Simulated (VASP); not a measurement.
Write the native input for VASP 6.6.1 that does the following.

```yaml
Task: single point
Functional: PBE
Potentials_or_basis: VASP PAW PBE potentials, release 64 (Si, C)
Cutoff: 520 eV
k_mesh: 6 × 6 × 2
Occupations: gaussian, width 0.1 eV
Spin: collinear spin, ferromagnetic start
Starting_moments: "[0.0, 0.0, 0.0, 0.0, 0.0, 1.0] μB"
Dipole_correction: no
Further_INCAR_settings: ALGO = Normal; EDIFF = 1e-06; NBANDS = 25
```

The structure of Si5C lies in POSCAR:

```
Si5C
1.0
    2.7712274392      0.0000000000      0.0000000000
   -1.3856137196      2.3999533621      0.0000000000
    0.0000000000      0.0000000000     12.0602525983
Si C
5 1
Direct
    0.3333333333      0.6666666667      0.8996445590
    0.3333333333      0.6666666667      0.1003554410
    0.3333333333      0.6666666667      0.5000000000
    0.6666666667      0.3333333333      0.3087497425
    0.6666666667      0.3333333333      0.6912502575
    0.6666666667      0.3333333333      0.0000000000
```

One way to write it, as run:

INCAR

```
SYSTEM = Si5C
ALGO     = Normal         ! electronic algorithm
EDIFF    = 1E-6           ! SCF threshold, eV
ENCUT    = 520            ! plane-wave cutoff, eV
GGA      = PE             ! functional
ISIF     = 2              ! what is computed and relaxed
ISMEAR   = 0              ! smearing method
ISPIN    = 2              ! spin polarisation
LASPH    = .TRUE.         ! aspherical terms in the spheres
LCHARG   = .FALSE.        ! write CHGCAR
LORBIT   = 11             ! projections on sites
LREAL    = .FALSE.        ! projectors in reciprocal space
LWAVE    = .FALSE.        ! write WAVECAR
MAGMOM   = 0 0 0 0 0 1    ! initial moments
NBANDS   = 25             ! bands
NELM     = 150            ! most SCF steps
PREC     = Accurate       ! precision mode
SIGMA    = 0.1            ! smearing width, eV
```

KPOINTS

```
k-points
0
G
  6 6 2
  0 0 0
```

Potentials or basis: VASP PAW PBE potentials, release 64 (Si, C).

The run is started by

```console
$ cat potpaw_PBE.64/Si/POTCAR potpaw_PBE.64/C/POTCAR > POTCAR
$ mpirun -np 1 vasp_std > vasp.out
```

Results of the run:

```yaml
Pressure: -0.1 GPa
Largest_force: 0.006 eV/Å
Band_gap_on_the_k_mesh: zero (filled and empty bands overlap)
Net_moment: 0.00 μB per cell
Valence_electrons_inside_the_program's_atomic_spheres: Si 1.56, 1.53, 1.51; C 2.50
```

Caveat: the k points lie up to 0.44 Å⁻¹ apart.

Wall time 58 s on 1 thread of Intel(R) Xeon(R) Platinum 8488C (Sapphire Rapids), on a shared host, peak memory 0.26 GiB.
